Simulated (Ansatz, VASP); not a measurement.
**AlB3As4 in VASP and in Ansatz**

```
Al B As
1.0
     3.52010    0.00000    0.00000
    -1.76005    3.04850    0.00000
     0.00000    0.00000   11.95977
Al B As
1 3 4
Direct
  0.33333 0.66667 0.00392
  0.33333 0.66667 0.50194
  0.66667 0.33333 0.26876
  0.66667 0.33333 0.73411
  0.33333 0.66667 0.21188
  0.33333 0.66667 0.67793
  0.66667 0.33333 0.44498
  0.66667 0.33333 0.90848
```

Alike in both runs: task relaxation of cell and atoms; functional PBE; k mesh 12 × 12 × 4; occupations gaussian, width 0.1 eV; no spin polarisation.

```csv
,VASP,Ansatz
version,VASP 6.6.1,Ansatz 0.2.0
potentials or method,"VASP PAW PBE potentials, release 64 (Al, B, As), cutoff 600 eV","scalar-relativistic, plane waves, PAW"
valence electrons in the cell,32,72
```

```csv
,VASP,Ansatz,Ansatz less VASP
"gap on the k mesh at the Fermi level, each at its own relaxed structure (eV)",none,none,-
relaxed volume (Å³/atom),16.12,16.06,-0.059
relaxed cell length with the largest relative difference (Å),3.527,3.522,-0.0046
```

A gap of «none» marks a metal or a gap that the smearing closes. VASP's potentials hold 32 valence electrons a cell and Ansatz's 72, so a difference there can come from the potentials and not from the codes.
